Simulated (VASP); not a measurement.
Runs of VASP 6.6.1 on CdSe (Cadmoselite). The structure is that of space group P6_3mc (No. 186), or close to it. The cells are those of the table. 

| task | cell | k mesh | cutoff (eV) | smearing | gap on the mesh (eV) | pressure (GPa) | relaxed volume (Å³/atom) |
| --- | --- | --- | --- | --- | --- | --- | --- |
| relaxation of cell and atoms | relaxed from a = 4.300, b = 4.300, c = 7.020 Å, angles 90.0, 90.0, 120.0°, 4 atoms | 6 × 6 × 4 | 600 | gaussian 0.01 eV | 0.54 | 0.0 | 28.27 |
| single point | a = 4.301, b = 4.301, c = 7.022 Å, angles 90.0, 90.0, 120.0°, 4 atoms | 8 × 8 × 4 | 520 | fermi-dirac 0.08 eV | 0.54 | 0.4 | - |
| relaxation of cell and atoms | relaxed from a = 4.300, b = 4.300, c = 7.020 Å, angles 90.0, 90.0, 120.0°, 4 atoms | 8 × 8 × 4 | 600 | fermi-dirac 0.08 eV | 0.53 | 0.0 | (a) |
| single point | a = 4.302, b = 4.302, c = 7.020 Å, angles 90.0, 90.0, 120.0°, 4 atoms | 6 × 6 × 4 | 520 | gaussian 0.01 eV | 0.54 | 0.4 | - |

Alike in all rows: level PBEsol; potentials or basis VASP PAW PBE potentials, release 64 (Cd, Se); no spin polarisation.

Task: Estimate the missing entries.

Result: (a) 28.29.

Caveats: the PAW data sets were made with another functional, which shifts forces and pressure a little.

A k mesh can miss the band edges, and the runs leave out spin-orbit coupling on Cd, Se.
